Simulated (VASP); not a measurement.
Set up this calculation in VASP 6.6.1, as the native input.

```
Task                   : relaxation of cell and atoms
Functional             : PBE
Potentials or basis    : VASP PAW PBE potentials, release 64 (La)
Cutoff                 : 600 eV
k mesh                 : 12 × 12 × 7
Occupations            : fermi-dirac, width 0.05 eV
Spin                   : no spin polarisation
Target pressure        : 4.4 GPa
Dipole correction      : no
Further INCAR settings : ALGO = Normal; EDIFF = 1e-07; IBRION = 2; EDIFFG = -0.005; NSW = 60; ISIF = 3
```

The structure of La lies in POSCAR:

```
La
1.0
    3.6101933922      0.0000000000      0.0000000000
   -1.8050966961      3.1265191903      0.0000000000
    0.0000000000      0.0000000000      5.8485132955
La
2
Direct
    0.3333333333      0.6666666667      0.2500000000
    0.6666666667      0.3333333333      0.7500000000
```

These files were run (other wordings do the same):

INCAR

```
PREC = Accurate
ENCUT = 600
EDIFF = 1E-7
ISMEAR = -1
SIGMA = 0.05
LREAL = F
LASPH = T
NELM = 100
ALGO = Normal
ISIF = 3
LWAVE = F
LCHARG = F
GGA = PE
IBRION = 2
NSW = 60
EDIFFG = -0.005
PSTRESS = 44.0
```

KPOINTS

```
regular mesh
0
Gamma
  12 12 7
```

Potentials or basis: VASP PAW PBE potentials, release 64 (La).

The run is started by

```bash
$ cat potpaw_PBE.64/La/POTCAR > POTCAR
$ mpirun -np 1 vasp_std > vasp.out
```

It gave:

```yaml
Relaxed_volume: 32.47 Å³/atom
Relaxed_cell: a = 3.573 Å, b = 3.573 Å, c = 5.874 Å, α = 90.00°, β = 90.00°, γ = 120.00°
Space_group_after_relaxing_to_0.1_Å: P6_3/mmc (No. 194)
Energy_change_on_relaxing_the_run_minimises_the_enthalpy: +13.6 meV/atom
Ionic_steps: 6
Pressure_after_relaxing: 4.4 GPa
Band_gap_on_the_k_mesh: zero (bands 11 and 12 overlap by 1.53 eV)
```

Caveat: the cell is relaxed towards a set pressure, so the run minimises the enthalpy, not the energy; spin-orbit coupling is left out, which moves the levels of the heavy elements.

Wall time 5.3 min on 1 thread of AMD EPYC 7R13 Processor (Zen 3), on a shared host, peak memory 0.24 GiB.
